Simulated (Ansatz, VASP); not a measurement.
# Y in VASP and in Ansatz

INCAR

```
PREC = Accurate
ENCUT = 520
EDIFF = 1E-6
ISMEAR = 0
SIGMA = 0.15
LREAL = F
LASPH = T
NELM = 60
ALGO = Normal
ISIF = 2
LWAVE = F
LCHARG = F
GGA = PS
NBANDS = 12
```

Contents of KPOINTS:

```
regular mesh
0
Gamma
  16 16 16
```

The input POSCAR:

```
Y
1.0
    0.0000000000      2.4850000000      2.3856000000
    2.4850000000      0.0000000000      2.3856000000
    2.4850000000      2.4850000000      0.0000000000
Y
1
Direct
    0.0000000000      0.0000000000      0.0000000000
```

Input for Ansatz:

```yaml
crystal:
  lattice:
    - [0.0, 2.485, 2.3856]
    - [2.485, 0.0, 2.3856]
    - [2.485, 2.485, 0.0]
  atoms:
    - { symbol: "Y", position: [0.0, 0.0, 0.0] }
basis:
  ecutwfc: 420
kpoints:
  mp_grid: { grid: [16, 16, 16] }
hamiltonian:
  xc: pbesol
scf:
  occupations: { method: gaussian, width: 0.15 }
output:
  forces: true
  stress: true
  eigenvalues: true
```

Change from the starting cell: strain +0.000 along x and y, -0.040 along z, atoms carried along.

Alike in both runs: task single point; functional PBEsol; k mesh 16 × 16 × 16; occupations gaussian, width 0.15 eV; no spin polarisation.

|  | VASP | Ansatz |
| --- | --- | --- |
| version | VASP 6.6.1 | Ansatz 0.2.0 |
| potentials or method | VASP PAW PBE potentials, release 64 (Y_sv), cutoff 520 eV | scalar-relativistic, plane waves, PAW |
| valence electrons in the cell | 11 | 11 |

|  | VASP | Ansatz | Ansatz less VASP |
| --- | --- | --- | --- |
| gap on the k mesh at the Fermi level (eV) | none | none | - |
| pressure (GPa) | 1.9 | 2.0 | +0.16 |
| traceless stress, the component that is largest in VASP (GPa) | 0.81 | 0.80 | -0.009 |

VASP's potentials were made for PBE, not for PBEsol. A gap of «none» marks a metal or a gap that the smearing closes.
